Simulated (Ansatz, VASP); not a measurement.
## HfS2 in VASP and in Ansatz

Contents of POSCAR:

```
HfS2
1.0
    3.6302450468      0.0000000000      0.0000000000
   -1.8151225234      3.1438844325      0.0000000000
    0.0000000000      0.0000000000      5.8787062933
Hf S
1 2
Direct
    0.0000000000      0.0000000000      0.0000000000
    0.6666666667      0.3333333333      0.7553800778
    0.3333333333      0.6666666667      0.2446199222
```

File INCAR.step1:

```
SYSTEM = HfS2
PREC = Accurate
ENCUT = 400
EDIFF = 1E-5
ISMEAR = 0
SIGMA = 0.01
LREAL = .FALSE.
LASPH = .TRUE.
NELM = 120
ALGO = Normal
ISIF = 2
LWAVE = .TRUE.
NBANDS = 18
GGA = PE
GGA_COMPAT = .FALSE.
```

INCAR.step2

```
SYSTEM = HfS2
PREC = Accurate
ENCUT = 400
EDIFF = 1E-6
ISMEAR = 0
SIGMA = 0.01
LREAL = .FALSE.
LASPH = .TRUE.
NELM = 120
ALGO = Normal
ISIF = 2
LWAVE = .FALSE.
LCHARG = .TRUE.
GGA = PE
LHFCALC = .TRUE.
AEXX = 0.25
PRECFOCK = Normal
LELF = .TRUE.
LVHAR = .TRUE.
NBANDS = 18
ISTART = 1
GGA_COMPAT = .FALSE.
```

The input KPOINTS:

```
Automatic mesh
0
G
  6 6 4
  0 0 0
```

Input for Ansatz:

```yaml
crystal:
  lattice:
    - [3.6302450468, 0.0, 0.0]
    - [-1.8151225234, 3.1438844325, 0.0]
    - [0.0, 0.0, 5.8787062933]
  atoms:
    - { symbol: Hf, position: [0.0, 0.0, 0.0] }
    - { symbol: S, position: [0.6666666667, 0.3333333333, 0.7553800778] }
    - { symbol: S, position: [0.3333333333, 0.6666666667, 0.2446199222] }
kpoints:
  mp_grid: { grid: [6, 6, 4] }
  band_path:
    path:
      - [0.0, 0.0, 0.0]
      - [0.5, 0.0, 0.0]
      - [0.3333333333, 0.3333333333, 0.0]
      - [0.0, 0.0, 0.5]
      - [0.5, 0.0, 0.5]
      - [0.3333333333, 0.3333333333, 0.5]
      - [-0.083333, 0.002604, 0.002604]
      - [0.0, 0.5, 0.5]
      - [0.0, 0.25, 0.25]
    npoints: 1
hamiltonian:
  xc: pbe0
scf:
  occupations: { method: fixed }
  n_extra_bands: 4
output:
  forces: true
  stress: true
  eigenvalues: true
```

Alike in both runs: task single point; functional PBE0; k mesh 6 × 6 × 4; no spin polarisation.

|  | VASP | Ansatz |
| --- | --- | --- |
| version | VASP 6.6.1 | Ansatz 0.2.0 |
| potentials or method | VASP PAW PBE potentials, release 64 (Hf_pv, S) | plane waves, PAW |
| plane-wave cutoff (eV) | 400 | 420 |
| occupations | gaussian, width 0.01 eV | fixed |
| valence electrons in the cell | 22 | 38 |

|  | VASP | Ansatz | Ansatz less VASP |
| --- | --- | --- | --- |
| gap on the k mesh at the Fermi level (eV) | 2.55 | 2.56 | +0.006 |
| pressure (GPa) | -0.1 | 1.3 | +1.38 |
| traceless stress, the component that is largest in VASP (GPa) | 0.42 | 0.15 | -0.271 |
| rms of the force components (eV/Å) | 0.092 | 0.026 | -0.0658 |

Atom by atom the forces differ by 0.066 eV/Å (rms over components). VASP's potentials hold 22 valence electrons a cell and Ansatz's 38, so a difference there can come from the potentials and not from the codes. Ansatz's warnings: stress exchange threshold loose, stress scf threshold loose.

Neither program's run includes spin-orbit coupling.
